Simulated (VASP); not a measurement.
# GaN: single point with r2SCAN

The system is GaN.

```xyz
2
Lattice="0.0000 2.1085 2.1085 2.1085 0.0000 2.1085 2.1085 2.1085 0.0000" Properties=species:S:1:pos:R:3 pbc="T T T"
Ga    2.1085    2.1085    2.1085
N     0.0000    0.0000    0.0000
```

| Quantity | Value |
| --- | --- |
| Program | VASP 6.6.1 |
| Task | single point |
| Functional | r2SCAN |
| Potentials or basis | VASP PAW PBE potentials, release 64 (Ga_d, N_h) |
| Cutoff | 910 eV |
| k mesh | 8 × 8 × 8 |
| Occupations | gaussian, width 0.01 eV |
| Spin | no spin polarisation |

```yaml
Pressure: 1.0 GPa
Band_gap_on_the_k_mesh: 1.17 eV, indirect (least direct gap 3.40 eV)
```

Levels at points of the mesh, in eV from the valence-band top:
```csv
k point,band 6,band 7,band 8,band 9,band 10,band 11,band 12,band 13
"(0.00, 0.00, 0.00)",-14.30,-0.51,-0.51,-0.51,2.89,15.51,15.51,15.51
"(0.50, 0.00, 0.00)",-14.14,-8.37,-0.16,-0.16,5.42,9.87,9.87,10.43
"(0.50, 0.50, 0.00)",-11.52,-7.26,-3.12,-3.12,1.17,8.53,13.14,15.77
```

Run time: 60 s on 1 thread of AMD EPYC 9R45 96-Core Processor (Zen 5), with other jobs on the host, peak memory 0.15 GiB.

Caveat: the cutoff is under 1.25 times the usual one of these potentials, so pressure, stress and relaxed cells hold a basis-set (Pulay) error; the PAW data sets were made with another functional, which shifts forces and pressure a little. r2SCAN opens gaps a little over a GGA but as a rule still falls short of measured ones.
